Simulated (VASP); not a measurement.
A run of VASP 6.6.1:

File INCAR:

```
  ALGO = Normal
  EDIFF = 1E-7
  ENCUT = 520
  GGA = PE
  ISIF = 2
  ISMEAR = 0
  LASPH = True
  LCHARG = False
  LREAL = False
  LWAVE = False
  NBANDS = 87
  NELM = 80
  PREC = Accurate
  SIGMA = 0.1
```

File KPOINTS:

```
k-points
0
Gamma
  6 6 6
```

Contents of POSCAR:

```
Sn4Se3
1.0
   -4.5701954036      4.5701954036      4.5701954036
    4.5701954036     -4.5701954036      4.5701954036
    4.5701954036      4.5701954036     -4.5701954036
Sn Se
8 6
Direct
    0.5000000000      0.0000000000      0.8712762537
    0.8712762537      0.5000000000      0.0000000000
    0.1287237463      0.1287237463      0.1287237463
    0.0000000000      0.8712762537      0.5000000000
    0.3712762537      0.5000000000      0.0000000000
    0.6287237463      0.6287237463      0.6287237463
    0.0000000000      0.3712762537      0.5000000000
    0.5000000000      0.0000000000      0.3712762537
    0.6250000000      0.3750000000      0.2500000000
    0.1250000000      0.7500000000      0.8750000000
    0.7500000000      0.8750000000      0.1250000000
    0.8750000000      0.1250000000      0.7500000000
    0.2500000000      0.6250000000      0.3750000000
    0.3750000000      0.2500000000      0.6250000000
```

Potentials or basis: VASP PAW PBE potentials, release 64 (Sn_d, Se).

Run with:

```sh
$ cat potpaw_PBE.64/Sn_d/POTCAR potpaw_PBE.64/Se/POTCAR > POTCAR
$ mpirun -np 1 vasp_std > vasp.out
```

Hardware: 1 thread of Intel(R) Xeon(R) Platinum 8375C CPU @ 2.90GHz (Ice Lake), with other jobs on the host.

Task: How long does it take, and how much memory?

Result: Wall time 12 min on 1 thread of Intel(R) Xeon(R) Platinum 8375C CPU @ 2.90GHz (Ice Lake), with other jobs on the host, peak memory 0.71 GiB. Counts: scf iterations 15, k points 16.
